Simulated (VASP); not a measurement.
Input of a VASP 6.6.1 run:

File INCAR:

```
PREC = Accurate
ENCUT = 520
EDIFF = 1E-6
ISMEAR = -1
SIGMA = 0.17
LREAL = Auto
LASPH = True
NELM = 100
ALGO = Normal
ISIF = 2
LWAVE = False
LCHARG = False
NBANDS = 46
```

KPOINTS

```
regular mesh
0
Gamma
  2 2 2
```

File POSCAR:

```
Si
1.0
    0.0000000000      5.6889540000      5.6889540000
    5.6889540000      0.0000000000      5.6889540000
    5.6889540000      5.6889540000      0.0000000000
Si
16
Direct
    0.0913612590     -0.0295572789     -0.1098708128
    0.1990084645      0.1083239555      0.0207331611
    0.0706105200     -0.0308492563      0.3847104406
    0.2046773449      0.1146432191      0.5127480377
    0.0846904369      0.4901252497     -0.1171568622
    0.2201547068      0.5953027569      0.0097996925
    0.0835566609      0.4842102784      0.3981136075
    0.2166039662      0.6048475695      0.5096631121
    0.5691907511     -0.0177361251     -0.1277563503
    0.7160191487      0.1143443944     -0.0302867627
    0.5687337250     -0.0037968315      0.3687672637
    0.6936776075      0.1021453153      0.5025352640
    0.5864522722      0.4793148266     -0.1312719351
    0.7203169511      0.6103846155     -0.0192390376
    0.5955400589      0.4695766568      0.3744097773
    0.7033015208      0.6081873750      0.5047940272
```

Potentials or basis: VASP PAW LDA potentials, release 64 (Si).

Command:

```sh
$ cat potpaw_LDA.64/Si/POTCAR > POTCAR
$ mpirun -np 1 vasp_std > vasp.out
```

**Question.** What does it give for the band gap on the k mesh?

**Answer.** 0.50 eV, direct.

**Question.** What does it give for the pressure?

**Answer.** -10.2 GPa.

**Question.** Predict the largest force.

**Answer.** 1.259 eV/Å.

Forces on the atoms (eV/Å):
```
Si  -0.013 -0.518  0.251
Si  -0.412 -0.501  0.044
Si   0.974  0.473  0.644
Si  -0.331 -0.251 -0.712
Si  -0.547  0.160 -0.172
Si   0.762 -0.012 -0.139
Si  -0.494 -0.598 -0.207
Si  -0.204  0.198 -0.009
Si   0.070  0.368  0.348
Si   0.392  0.819 -0.742
Si  -0.832  0.064 -0.002
Si  -0.138  0.196  0.284
Si   0.083  0.207  0.289
Si   0.616  0.203 -0.766
Si   0.248 -0.490  0.363
Si  -0.174 -0.318  0.523
```

Caveat: the k points lie up to 0.48 Å⁻¹ apart; forces of over 1 eV/Å act on the atoms, so gaps and moduli don't describe the material at rest. A k mesh can miss the band edges.
